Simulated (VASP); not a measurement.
A run of VASP 6.6.1 is set up as follows.

Contents of INCAR:

```
SYSTEM = Fe
PREC     = Accurate       ! precision mode
ENCUT    = 520            ! plane-wave cutoff, eV
EDIFF    = 1E-8           ! SCF threshold, eV
ISMEAR   = -1             ! smearing method
SIGMA    = 0.08           ! smearing width, eV
LREAL    = .FALSE.        ! projectors in reciprocal space
LASPH    = .TRUE.         ! aspherical terms in the spheres
NELM     = 150            ! most SCF steps
ALGO     = Normal         ! electronic algorithm
ISIF     = 2              ! what is computed and relaxed
LWAVE    = .FALSE.        ! write WAVECAR
LCHARG   = .FALSE.        ! write CHGCAR
ISPIN    = 2              ! spin polarisation
MAGMOM   = 2.1            ! initial moments
LORBIT   = 11             ! projections on sites
LMAXMIX  = 4              ! l up to which the mixer works
GGA      = PS             ! functional
NBANDS   = 14             ! bands
IBRION   = 8              ! ionic algorithm
NSW      = 1              ! ionic steps
```

KPOINTS

```
regular mesh
0
G
  24 24 24
  0 0 0
```

POSCAR

```
Fe
1.0
   -1.3863730039      1.3863730039      1.3863730039
    1.3863730039     -1.3863730039      1.3863730039
    1.3863730039      1.3863730039     -1.3863730039
Fe
1
Direct
    0.0000000000      0.0000000000      0.0000000000
```

Potentials or basis: VASP PAW PBE potentials, release 64 (Fe).

Launch:

```console
$ cat potpaw_PBE.64/Fe/POTCAR > POTCAR
$ mpirun -np 1 vasp_std > vasp.out
```

Question: Predict the net moment.

Answer: 2.07 μB per cell.

Question: Predict the site moments.

Answer: Fe +2.05 μB.
